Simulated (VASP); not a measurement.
Be18Au: single point with PBE

The system is Be18Au, a slab with vacuum.

```
Be Au
1.0
     4.58000    0.00000    0.00000
     3.43500    5.94960    0.00000
     0.00000    0.00000   14.58843
Be Au
18 1
Direct
  0.00000 0.00000 0.06855
  0.50000 0.00000 0.06855
  0.00000 0.33333 0.06855
  0.50000 0.33333 0.06855
  0.00000 0.66667 0.06855
  0.50000 0.66667 0.06855
  0.83136 0.22128 0.19333
  0.33326 0.22487 0.19410
  0.82962 0.55861 0.19347
  0.33453 0.55582 0.19333
  0.83454 0.88826 0.19320
  0.33481 0.88578 0.19485
  0.00551 0.01029 0.31600
  0.48119 0.00841 0.31639
  0.99390 0.33603 0.31779
  0.50398 0.33327 0.31892
  0.01438 0.64691 0.31714
  0.50280 0.66331 0.31971
  0.83828 0.88632 0.43707
```

| Quantity | Value |
| --- | --- |
| Program | VASP 6.6.1 |
| Task | single point |
| Functional | PBE |
| Potentials or basis | VASP PAW PBE potentials, release 64 (Be, Au) |
| Cutoff | 520 eV |
| k mesh | 5 × 4 × 1 |
| Occupations | fermi-dirac, width 0.15 eV |
| Spin | no spin polarisation |
| Dipole correction | no |
| Further INCAR settings | LREAL = Auto; ALGO = Normal; EDIFF = 1e-07; NBANDS = 38 |

The largest force is 0.069 eV/Å. The band gap on the k mesh is zero (an odd number of electrons rules out a gap without spin polarisation).

Forces on the atoms (eV/Å):
```
Be  -0.010  0.008  0.003
Be   0.022  0.021  0.021
Be   0.013  0.022 -0.064
Be  -0.013 -0.035 -0.011
Be  -0.002 -0.021 -0.011
Be   0.008  0.014  0.014
Be   0.001 -0.007  0.002
Be  -0.003  0.004  0.000
Be  -0.002  0.006  0.004
Be   0.000 -0.011 -0.001
Be   0.004  0.005  0.002
Be  -0.008  0.001  0.000
Be  -0.002  0.001  0.019
Be   0.001  0.002 -0.001
Be   0.004  0.005 -0.001
Be   0.005 -0.010  0.005
Be  -0.001  0.002 -0.003
Be  -0.007  0.001  0.018
Au  -0.009 -0.007  0.004
```

Levels at points of the mesh, in eV from the Fermi level:
```
           k point  band 22  band 23  band 24  band 25  band 26  band 27
(0.00, 0.00, 0.00)    -0.98    -0.20    -0.07     0.68     1.59     2.05
(0.00, 0.50, 0.00)    -1.39    -1.06    -0.19    -0.02     1.23     2.62
```

It took 7.7 min on 1 thread of Intel(R) Xeon(R) Platinum 8259CL CPU @ 2.50GHz (Skylake/Cascade Lake), with other jobs on the host, peak memory 0.51 GiB.

Caveat: there is no dipole correction, which matters where the two faces differ; spin-orbit coupling is left out, which moves the levels of the heavy elements.
